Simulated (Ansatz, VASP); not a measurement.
# KTaO3 in VASP and in Ansatz

Contents of POSCAR:

```
KTaO3
1.0
    3.9883000000      0.0000000000      0.0000000000
    0.0000000000      3.9883000000      0.0000000000
    0.0000000000      0.0000000000      3.7888850000
K Ta O
1 1 3
Direct
    0.5000000000      0.5000000000      0.5000000000
    0.0000000000      0.0000000000      0.0000000000
    0.5000000000      0.0000000000      0.0000000000
    0.0000000000      0.5000000000      0.0000000000
    0.0000000000      0.0000000000      0.5000000000
```

The input INCAR.step1:

```
SYSTEM = KTaO3
PREC = Accurate
ENCUT = 520
ISMEAR = 0
SIGMA = 0.05
LREAL = .False.
LASPH = .True.
NELM = 60
NBANDS = 27
GGA = PE
ALGO = Normal
EDIFF = 1E-4
LWAVE = .True.
LCHARG = .False.
```

INCAR.step2

```
SYSTEM = KTaO3
PREC = Accurate
ENCUT = 520
EDIFF = 1E-6
ISMEAR = 0
SIGMA = 0.05
LREAL = .False.
LASPH = .True.
NELM = 60
ALGO = Normal
ISIF = 2
LWAVE = .False.
LCHARG = .False.
METAGGA = R2SCAN
LMIXTAU = .True.
NBANDS = 27
ISTART = 1
```

KPOINTS

```
regular mesh
0
Gamma
  6 6 6
  0 0 0
```

Input for Ansatz:

```yaml
crystal:
  lattice:
    - [3.9883, 0.0, 0.0]
    - [0.0, 3.9883, 0.0]
    - [0.0, 0.0, 3.788885]
  atoms:
    - { symbol: K, position: [0.5, 0.5, 0.5] }
    - { symbol: Ta, position: [0.0, 0.0, 0.0] }
    - { symbol: O, position: [0.5, 0.0, 0.0] }
    - { symbol: O, position: [0.0, 0.5, 0.0] }
    - { symbol: O, position: [0.0, 0.0, 0.5] }
basis:
  ecutwfc: 500
kpoints:
  mp_grid: { grid: [6, 6, 6] }
hamiltonian:
  xc: r2scan
scf:
  occupations: { method: gaussian, width: 0.05 }
output:
  forces: true
  stress: true
  eigenvalues: true
  write_density: true
  write_potential: true
  elf: true
  volumetric_format: npy
```

Change from the starting cell: strain +0.000 along x and y, -0.050 along z, atoms carried along.

Alike in both runs: task single point; functional r2SCAN; k mesh 6 × 6 × 6; occupations gaussian, width 0.05 eV; no spin polarisation.

|  | VASP | Ansatz |
| --- | --- | --- |
| version | VASP 6.6.1 | Ansatz 0.2.0 |
| potentials or method | VASP PAW PBE potentials, release 64 (K_sv, Ta_pv, O), cutoff 520 eV | scalar-relativistic, plane waves, PAW |
| valence electrons in the cell | 38 | 40 |

Ansatz gave:

```
gap on the k mesh at the Fermi level (eV)                     : 2.65
least direct gap on the mesh (eV)                             : 3.25
pressure (GPa)                                                : 13.6
traceless stress, the component that is largest in VASP (GPa) : 17.09
```

Task: Estimate VASP's values.

Result: gap on the k mesh at the Fermi level (eV): 2.62; least direct gap on the mesh (eV): 3.22; pressure (GPa): 14.8; traceless stress, the component that is largest in VASP (GPa): 17.42.

VASP's potentials were made for PBE, not for r2SCAN. VASP's potentials hold 38 valence electrons a cell and Ansatz's 40, so a difference there can come from the potentials and not from the codes.

Spin-orbit coupling is off throughout.
